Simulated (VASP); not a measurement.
Runs of VASP 6.6.1 on InSb (CsCl type). The structure is that of space group Pm-3m (No. 221), or close to it. The cells are those of the table. 

| task | cell | k mesh for the DOS | occupations for the DOS | gap on the mesh (eV) | pressure (GPa) |
| --- | --- | --- | --- | --- | --- |
| single point | a = 3.411 Å, 2 atoms | - | - | none | (b) |
| single point | a = 3.533 Å, 2 atoms | - | - | none | 17.2 |
| single point | a = 3.280 Å, 2 atoms | - | - | none | 61.0 |
| single point | a = 3.647 Å, 2 atoms | - | - | none | 7.7 |
| single point | a = 3.729 Å, 2 atoms | - | - | none | (a) |
| single point | a = 3.806 Å, 2 atoms | - | - | none | -0.1 |

Alike in all rows: level PBE; potentials or basis VASP PAW PBE potentials, release 64 (In_d, Sb); no spin polarisation; k mesh 11 × 11 × 11; cutoff (eV) 520; smearing fermi-dirac 0.08 eV.

**Question.** Estimate the missing entries.

**Answer.** (a) 3.2; (b) 33.2.

Caveats: spin-orbit coupling is left out, which moves the levels of the heavy elements.

A k mesh can miss the band edges, and the runs leave out spin-orbit coupling on In, Sb.

A gap of «none» marks levels without a gap at the run's occupations.
